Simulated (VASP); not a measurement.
# Cd (R-3m) in VASP: notebook

Cd is run at these levels: RPBE, LDA; tasks: single point.

Program: VASP 6.6.1. These are calculated values, not measurements. Logs are shortened: lines on timing, memory, paths and dates and some standing lists are left out, and cuts for length are marked.

## Step 1: The cell of the first run

It takes space group R-3m (No. 166, trigonal). Conventional cell: a = 3.216 Å, b = 3.216 Å, c = 7.348 Å, α = 90.00°, β = 90.00°, γ = 120.00°. Within 4.0 Å of Cd (site symmetry -3m) lie 12 Cd at 3.07 to 3.22 Å.

## Step 2: Single point, RPBE

The input, INCAR:

```
SYSTEM = Cd
PREC = Accurate
ENCUT = 520
EDIFF = 1E-7
ISMEAR = 0
SIGMA = 0.1
LREAL = .FALSE.
LASPH = .TRUE.
NELM = 80
ALGO = Normal
ISIF = 2
LWAVE = .FALSE.
LCHARG = .TRUE.
GGA = RP
LELF = .TRUE.
LVHAR = .TRUE.
NBANDS = 12
```

The input, KPOINTS:

```
Automatic mesh
0
G
  9 9 9
  0 0 0
```

The input, POSCAR:

```
Cd
1.0
    1.6080291515      0.9283960635      2.4492874100
   -1.6080291515      0.9283960635      2.4492874100
    0.0000000000     -1.8567921270      2.4492874100
Cd
1
Direct
    0.0000000000      0.0000000000      0.0000000000
```

Potentials or basis: VASP PAW PBE potentials, release 64 (Cd).

The run is started by

```console
cat potpaw_PBE.64/Cd/POTCAR > POTCAR
mpirun -np 1 vasp_std > vasp.out
```

OUTCAR:

```text
SYSTEM = Cd
   PREC = Accurate
   ENCUT = 520
   EDIFF = 1E-7
   ISMEAR = 0
   LREAL = .FALSE.
   LASPH = .TRUE.
   NELM = 80
   ISIF = 2
   GGA = RP

 ion  position               nearest neighbor table
   1  0.000  0.000  0.000-

  LATTYP: Found a trigonal (rhomboedric) cell.
 ALAT       =     3.0735461310
 COS(alpha) =     0.4525576903

  Lattice vectors:

 A1 = (   1.6080291515,   0.9283960635,   2.4492874100)
 A2 = (  -1.6080291515,   0.9283960635,   2.4492874100)
 A3 = (   0.0000000000,  -1.8567921270,   2.4492874100)

Analysis of symmetry for initial positions (statically):
=====================================================================
 Subroutine PRICEL returns:
 Original cell was already a primitive cell.

 Routine SETGRP: Setting up the symmetry group for a
 trigonal (rhombohedral) supercell.

 Subroutine GETGRP returns: Found 12 space group operations
 (whereof 12 operations were pure point group operations)
 out of a pool of 12 trial point group operations.

The static configuration has the point symmetry D_3d.

Analysis of symmetry for dynamics (positions and initial velocities):
=====================================================================
 Subroutine PRICEL returns:
 Original cell was already a primitive cell.

 Routine SETGRP: Setting up the symmetry group for a
 trigonal (rhombohedral) supercell.

 Subroutine GETGRP returns: Found 12 space group operations
 (whereof 12 operations were pure point group operations)
 out of a pool of 12 trial point group operations.

The dynamic configuration has the point symmetry D_3d.

 Subroutine INISYM returns: Found 12 space group operations
 (whereof 12 operations are pure point group operations),
 and found     1 'primitive' translations

----------------------------------------------------------------------------------------

                                     Primitive cell

  volume of cell :      21.9391

  direct lattice vectors                    reciprocal lattice vectors
     1.608029152  0.928396064  2.449287410     0.310939637  0.179521083  0.136094005
    -1.608029152  0.928396064  2.449287410    -0.310939637  0.179521083  0.136094005
     0.000000000 -1.856792127  2.449287410     0.000000000 -0.359042166  0.136094005

  length of vectors
     3.073546131  3.073546131  3.073546131     0.383969862  0.383969862  0.383969862

  position of ions in fractional coordinates (direct lattice)
     0.000000000  0.000000000  0.000000000

  ion indices of the primitive-cell ions
   primitive index   ion index
                 1           1

----------------------------------------------------------------------------------------

 KPOINTS: Automatic mesh

Automatic generation of k-mesh.
 Grid dimensions read from file:
 generate k-points for:    9    9    9

 Generating k-lattice:

  Cartesian coordinates                     Fractional coordinates (reciprocal lattice)
     0.034548849  0.019946787  0.015121556     0.111111111  0.000000000  0.000000000
    -0.034548849  0.019946787  0.015121556     0.000000000  0.111111111  0.000000000
     0.000000000 -0.039893574  0.015121556     0.000000000  0.000000000  0.111111111

  Length of vectors
     0.042663318  0.042663318  0.042663318

  Shift w.r.t. Gamma in fractional coordinates (k-lattice)
     0.000000000  0.000000000  0.000000000

 Subroutine IBZKPT returns following result:
 ===========================================

 Found     85 irreducible k-points:

 Following reciprocal coordinates:
            Coordinates               Weight
  0.000000  0.000000  0.000000      1.000000
  0.111111 -0.000000  0.000000      6.000000
  0.222222 -0.000000  0.000000      6.000000
  0.333333 -0.000000  0.000000      6.000000
  0.444444 -0.000000  0.000000      6.000000
  0.111111  0.111111  0.000000      6.000000
[... 16 lines left out ...]
 -0.333333  0.333333  0.000000      6.000000
  0.444444  0.444444  0.000000      6.000000
 [... further k-points ...]
   k-points           NKPTS =     85   k-points in BZ     NKDIM =     85   number of bands    NBANDS=     12
   number of dos      NEDOS =    301   number of ions     NIONS =      1
   total plane-waves  NPLWV =  13824
   dimension x,y,z NGX =    24 NGY =   24 NGZ =   24
   dimension x,y,z NGXF=    48 NGYF=   48 NGZF=   48
   ions per type =               1
   NGX,Y,Z   is equivalent  to a cutoff of  12.98, 12.98, 12.98 a.u.
   NGXF,Y,Z  is equivalent  to a cutoff of  25.96, 25.96, 25.96 a.u.
 SYSTEM =  Cd
   PREC   = accura    normal or accurate (medium, high low for compatibility)
   ISTART =      0    job   : 0-new  1-cont  2-samecut
   ICHARG =      2    charge: 1-file 2-atom 10-const
   ISPIN  =      1    spin polarized calculation?
   LNONCOLLINEAR =      F non collinear calculations
   LSORBIT =      F    spin-orbit coupling
   LASPH  =      T    aspherical Exc in radial PAW
   ENCUT  =  520.0 eV  38.22 Ry    6.18 a.u.   5.71  5.71  5.71*2*pi/ulx,y,z
   NELM   =     80;   NELMIN=  2; NELMDL= -5     # of ELM steps
   EDIFF  = 0.1E-06   stopping-criterion for ELM
   LREAL  =      F    real-space projection
   EDIFFG = 0.1E-05   stopping-criterion for IOM
   NSW    =      0    number of steps for IOM
   IBRION =     -1    ionic relax: 0-MD 1-quasi-New 2-CG
   NFREE  =      0    steps in history (QN), initial steepest desc. (CG)
   ISIF   =      2    stress and relaxation
   ISYM   =      2    0-nonsym 1-usesym 2-fastsym
   POTIM  = 0.5000    time-step for ionic-motion
   TEBEG  =    0.0;   TEEND  =   0.0 temperature during run
   PSTRESS=    0.0 pullay stress
   NELECT =      12.0000    total number of electrons
   NUPDOWN=      -1.0000    fix difference up-down
   EMIN   =  10.00;   EMAX   =-10.00  energy-range for DOS
   EFERMI =   0.00;   METHOD = LEGACY
   ISMEAR =     0;   SIGMA  =   0.10  broadening in eV -4-tet -1-fermi 0-gaus
   EFERMI_NEDOS =   21; number of points for ismear=-14 and -15
   IALGO  =     38    algorithm
   IMIX   =      4    mixing-type and parameters
     AMIX     =   0.40;   BMIX     =  1.00
     AMIX_MAG =   1.60;   BMIX_MAG =  1.00
  volume/ion in A,a.u.               =      21.94       148.05
  Fermi-wavevector in a.u.,A,eV,Ry     =   1.338842  2.530044 24.388398  1.792497
  Thomas-Fermi vector in A             =   2.467280
   LORBIT       =      0    0 simple, 1 ext, 2 COOP (PROOUT), +10 PAW based schemes
   GGA     = RP    functional components
   LHFCALC =     F    Hartree Fock is set to
   AEXX    =    0.0000 exact exchange contribution
   IVDW    =     0    specifies the selected vdW correction
   LEPSILON=     F    determine dielectric tensor
   LRPA    =     F    only Hartree local field effects (RPA)
 non-spin polarized calculation
 Gauss-broadening in eV      SIGMA  =   0.10
  energy-cutoff  :      520.00
  volume of cell :       21.94
 maximum number of plane-waves:       604
   NGX = 11   NGY = 11   NGZ = 11

 number of electron      11.9999997 magnetization

 Free energy of the ion-electron system (eV)
  ---------------------------------------------------
  ext. energy  EPLUGINS =         0.00000000
  ---------------------------------------------------
  free energy    TOTEN  =        -0.31809474 eV

  energy without entropy =       -0.31700895  energy(sigma->0) =       -0.31755184

 E-fermi :   3.0157     XC(G=0): -10.8296

 val. band max:        2.9615714294   @ k =  -0.3333   0.2222   0.2222
 cond. band min:       3.1141019842   @ k =  -0.3333   0.4444   0.3333
 fundamental gap:      0.1525305548
 Fermi energy:         3.0156817998

 k-point     1 :       0.0000    0.0000    0.0000
  band No.  band energies     occupation
      1      -6.3112      2.00000
      2      -6.3112      2.00000
      3      -6.0981      2.00000
      4      -5.7648      2.00000
      5      -5.7550      2.00000
      6      -5.7550      2.00000
      7      16.4021      0.00000
      8      17.1388      0.00000
      9      17.1388      0.00000
     10      19.9638      0.00000
     11      20.5741      0.00000
     12      20.5741      0.00000

 k-point     2 :       0.1111   -0.0000    0.0000
  band No.  band energies     occupation
      1      -6.3301      2.00000
      2      -6.2837      2.00000
      3      -6.0603      2.00000
      4      -5.7612      2.00000
      5      -5.7593      2.00000
      6      -5.4447      2.00000
      7      13.8903      0.00000
      8      16.5761      0.00000
      9      16.8297      0.00000
     10      19.3567      0.00000
     11      21.2433      0.00000
     12      21.2624      0.00000

 k-point     3 :       0.2222   -0.0000    0.0000
  band No.  band energies     occupation
      1      -6.4494      2.00000
      2      -6.2559      2.00000
      3      -5.9999      2.00000
      4      -5.7237      2.00000
      5      -5.7036      2.00000
      6      -4.4389      2.00000
      7       9.7728      0.00000
      8      16.2792      0.00000
      9      16.3389      0.00000
     10      18.4692      0.00000
     11      21.0584      0.00000
     12      21.3889      0.00000

 k-point     4 :       0.3333   -0.0000    0.0000
  band No.  band energies     occupation
      1      -6.6013      2.00000
      2      -6.2901      2.00000
      3      -6.0302      2.00000
      4      -5.6088      2.00000
      5      -5.5240      2.00000
      6      -2.7624      2.00000
      7       5.9198      0.00000
      8      15.8037      0.00000
      9      15.9044      0.00000
     10      17.5830      0.00000
     11      20.0224      0.00000
     12      20.4166      0.00000

 k-point     5 :       0.4444   -0.0000    0.0000
  band No.  band energies     occupation
      1      -6.7002      2.00000
      2      -6.3343      2.00000
      3      -6.0690      2.00000
      4      -5.5068      2.00000
      5      -5.3815      2.00000
      6      -0.4845      2.00000
      7       2.5359      2.00000
      8      15.5190      0.00000
      9      15.5645      0.00000
     10      17.0409      0.00000
     11      19.2854      0.00000
     12      19.8167      0.00000
[... 228 lines left out ...]
      1      -6.7589      2.00000
      2      -6.5797      2.00000
      3      -5.5803      2.00000
      4      -5.5375      2.00000
      5      -5.3747      2.00000
      6      -0.0932      2.00000
      7       7.3417      0.00000
      8       8.2664      0.00000
      9      11.3645      0.00000
     10      14.9801      0.00000
     11      15.5216      0.00000
     12      26.9572      0.00000

 k-point    22 :      -0.4444    0.3333    0.0000
  band No.  band energies     occupation
      1      -6.7233      2.00000
      2      -6.4550      2.00000
      3      -5.6873      2.00000
      4      -5.6148      2.00000
      5      -5.3890      2.00000
      6       2.1803      2.00000
      7       4.5107      0.00000
      8       6.4750      0.00000
      9      11.7429      0.00000
     10      15.0675      0.00000
     11      18.8334      0.00000
     12      25.7667      0.00000

 k-point    23 :      -0.3333    0.3333    0.0000
  band No.  band energies     occupation
      1      -6.6139      2.00000
      2      -6.2000      2.00000
      3      -5.9280      2.00000
      4      -5.7010      2.00000
      5      -5.5158      2.00000
      6       1.9193      2.00000
      7       4.7153      0.00000
      8       5.7254      0.00000
      9      12.8720      0.00000
     10      15.4354      0.00000
     11      22.6956      0.00000
     12      24.6086      0.00000

 k-point    24 :       0.4444    0.4444    0.0000
  band No.  band energies     occupation
      1      -6.8453      2.00000
      2      -6.7388      2.00000
      3      -5.4700      2.00000
      4      -5.3503      2.00000
      5      -5.3108      2.00000
      6       1.1510      2.00000
      7       5.5798      0.00000
      8       9.1823      0.00000
      9      10.6968      0.00000
     10      13.2770      0.00000
     11      14.8004      0.00000
     12      29.2502      0.00000

 [... further k-points ...]

------------------------ aborting loop because EDIFF is reached ----------------------------------------

  FORCE on cell =-STRESS in cart. coord.  units (eV):
  Direction    XX          YY          ZZ          XY          YZ          ZX
  --------------------------------------------------------------------------------------
  -------------------------------------------------------------------------------------
  Total        0.6960021      0.6960021      0.7361788     -0.0000000      0.0000000      0.0000000
  in kB       50.8279860     50.8279860     53.7620352     -0.0000000      0.0000000      0.0000000
  external PRESSURE =      51.8060024 kB  Pullay stress =       0.0000000 kB

 VOLUME and BASIS-vectors are now :
 -----------------------------------------------------------------------------
  energy-cutoff  :      520.00
  volume of cell :       21.94
      direct lattice vectors                 reciprocal lattice vectors
     1.608029152  0.928396064  2.449287410     0.310939637  0.179521083  0.136094005
    -1.608029152  0.928396064  2.449287410    -0.310939637  0.179521083  0.136094005
     0.000000000 -1.856792127  2.449287410     0.000000000 -0.359042166  0.136094005

 POSITION                                       TOTAL-FORCE (eV/Angst)
 -----------------------------------------------------------------------------------
      0.00000      0.00000      0.00000        -0.000000      0.000000      0.000000
 -----------------------------------------------------------------------------------
    total drift:                                0.000000      0.000000     -0.000000

  FREE ENERGIE OF THE ION-ELECTRON SYSTEM (eV)
  ---------------------------------------------------
  free  energy   TOTEN  =        -0.3180947351 eV

  energy  without entropy=       -0.3170089498  energy(sigma->0) =       -0.31755184
```

It took 28 s on 1 thread of AMD EPYC 7R13, shared host; peak memory 0.12 GiB.

Results:

| Item | Value |
| --- | --- |
| Free energy | -0.3181 eV |
| Pressure | 5.2 GPa |
| Band gap on the k mesh | zero (band 6 reaches 3.64 eV, above the bottom of band 7 at 1.72 eV) |

Stress tensor (GPa, compression positive):
```
5.08 0.00 0.00
0.00 5.08 0.00
0.00 0.00 5.38
```

Caveat: the PAW data sets were made with another functional, which shifts forces and pressure a little.

## Step 3: Single point, LDA

The input, INCAR:

```
SYSTEM = Cd
PREC = Accurate
ENCUT = 520
EDIFF = 1E-7
ISMEAR = 0
SIGMA = 0.1
LREAL = .False.
LASPH = .True.
NELM = 60
ALGO = Fast
ISIF = 2
LWAVE = .False.
LCHARG = .False.
GGA = CA
NBANDS = 12
ISYM = 0
```

The input, KPOINTS:

```
Automatic mesh
0
Gamma
  5 5 10
  0 0 0
```

POSCAR is that of step 2.

Potentials or basis: VASP PAW LDA potentials, release 64 (Cd).

The run is started by

```console
cat potpaw_LDA.64/Cd/POTCAR > POTCAR
mpirun -np 1 vasp_std > vasp.out
```

OUTCAR:

```text
SYSTEM = Cd
   PREC = Accurate
   ENCUT = 520
   EDIFF = 1E-7
   ISMEAR = 0
   LREAL = .False.
   LASPH = .True.
   NELM = 60
   ISIF = 2
   GGA = CA
   ISYM = 0

 ion  position               nearest neighbor table
   1  0.000  0.000  0.000-

IMPORTANT INFORMATION: All symmetrisations will be switched off!
NOSYMM: (Re-)initialisation of all symmetry stuff for point group C_1.

----------------------------------------------------------------------------------------

                                     Primitive cell

  volume of cell :      21.9391

  direct lattice vectors                    reciprocal lattice vectors
     1.608029152  0.928396064  2.449287410     0.310939637  0.179521083  0.136094005
    -1.608029152  0.928396064  2.449287410    -0.310939637  0.179521083  0.136094005
     0.000000000 -1.856792127  2.449287410     0.000000000 -0.359042166  0.136094005

  length of vectors
     3.073546131  3.073546131  3.073546131     0.383969862  0.383969862  0.383969862

  position of ions in fractional coordinates (direct lattice)
     0.000000000  0.000000000  0.000000000

  ion indices of the primitive-cell ions
   primitive index   ion index
                 1           1
[... 155 lines left out ...]
      4      -6.2000      2.00000
      5      -6.0415      2.00000
      6      -6.0410      2.00000
      7      16.0872      0.00000
      8      16.5929      0.00000
      9      16.5934      0.00000
     10      19.4622      0.00000
     11      20.2082      0.00000
     12      20.2091      0.00000
[... 331 lines left out ...]
 k-point    24 :       0.0000    0.4000    0.1000
  band No.  band energies     occupation
      1      -6.9148      2.00000
      2      -6.5917      2.00000
      3      -6.2918      2.00000
      4      -6.0068      2.00000
      5      -5.7107      2.00000
      6      -2.2633      2.00000
      7       4.5296      0.00000
      8      13.9356      0.00000
      9      14.2709      0.00000
     10      16.0059      0.00000
     11      20.4931      0.00000
     12      21.1250      0.00000

 [... further k-points ...]

------------------------ aborting loop because EDIFF is reached ----------------------------------------

  FORCE on cell =-STRESS in cart. coord.  units (eV):
  Direction    XX          YY          ZZ          XY          YZ          ZX
  --------------------------------------------------------------------------------------
  -------------------------------------------------------------------------------------
  Total       -0.4047440     -0.8987460     -0.3888582     -0.0000000      0.2540371      0.0000001
  in kB      -29.5578476    -65.6340712    -28.3977334     -0.0000030     18.5519491      0.0000058
  external PRESSURE =     -41.1965507 kB  Pullay stress =       0.0000000 kB

 VOLUME and BASIS-vectors are now :
 -----------------------------------------------------------------------------
  energy-cutoff  :      520.00
  volume of cell :       21.94
      direct lattice vectors                 reciprocal lattice vectors
     1.608029152  0.928396064  2.449287410     0.310939637  0.179521083  0.136094005
    -1.608029152  0.928396064  2.449287410    -0.310939637  0.179521083  0.136094005
     0.000000000 -1.856792127  2.449287410     0.000000000 -0.359042166  0.136094005

 POSITION                                       TOTAL-FORCE (eV/Angst)
 -----------------------------------------------------------------------------------
      0.00000      0.00000      0.00000         0.000000     -0.000000     -0.000000
 -----------------------------------------------------------------------------------
    total drift:                                0.000000     -0.000000     -0.000000

  FREE ENERGIE OF THE ION-ELECTRON SYSTEM (eV)
  ---------------------------------------------------
  free  energy   TOTEN  =        -1.4515541503 eV

  energy  without entropy=       -1.4485803889  energy(sigma->0) =       -1.45006727
```

OSZICAR:

```text
N       E                     dE             d eps       ncg     rms          rms(c)
DAV:   1     0.701429052364E+02    0.70143E+02   -0.69723E+03  3240   0.991E+02
DAV:   2    -0.251712955807E+00   -0.70395E+02   -0.66829E+02  3280   0.236E+02
DAV:   3    -0.151762527680E+01   -0.12659E+01   -0.12651E+01  3588   0.357E+01
DAV:   4    -0.151929263229E+01   -0.16674E-02   -0.16673E-02  3412   0.129E+00
DAV:   5    -0.151929678336E+01   -0.41511E-05   -0.41512E-05  3580   0.652E-02    0.311E+00
RMM:   6    -0.145922579105E+01    0.60071E-01   -0.90599E-02  3099   0.317E+00    0.250E+00
RMM:   7    -0.145279556872E+01    0.64302E-02   -0.48720E-03  3180   0.550E-01    0.125E+00
RMM:   8    -0.145154224668E+01    0.12533E-02   -0.12900E-03  3326   0.557E-01    0.570E-02
RMM:   9    -0.145155332555E+01   -0.11079E-04   -0.48434E-05  3417   0.818E-02    0.210E-02
RMM:  10    -0.145155442027E+01   -0.10947E-05   -0.15618E-05  3405   0.581E-02    0.118E-02
RMM:  11    -0.145155416219E+01    0.25808E-06   -0.20916E-06  3445   0.159E-02    0.342E-03
RMM:  12    -0.145155415033E+01    0.11860E-07   -0.77225E-08  2404   0.387E-03
   1 F= -.14515542E+01 E0= -.14500673E+01  d E =-.297376E-02
```

It took 46 s on 1 thread of AMD EPYC 7R13, shared host; peak memory 0.12 GiB.

What came out:

```
Free energy            : -1.4516 eV
Pressure               : -4.1 GPa
Band gap on the k mesh : zero (band 6 reaches 3.12 eV, above the bottom of band 7 at 0.90 eV)
```

Levels at points of the mesh, in eV from the Fermi level:
```
           k point  band 3  band 4  band 5  band 6  band 7  band 8  band 9  band 10
(0.00, 0.00, 0.00)   -8.90   -8.69   -8.53   -8.53   13.60   14.11   14.11    16.98
(0.00, 0.00, 0.50)   -8.85   -8.26   -8.12   -2.35   -1.58   12.41   12.60    14.06
```

Caveat: the k points lie up to 0.48 Å⁻¹ apart.
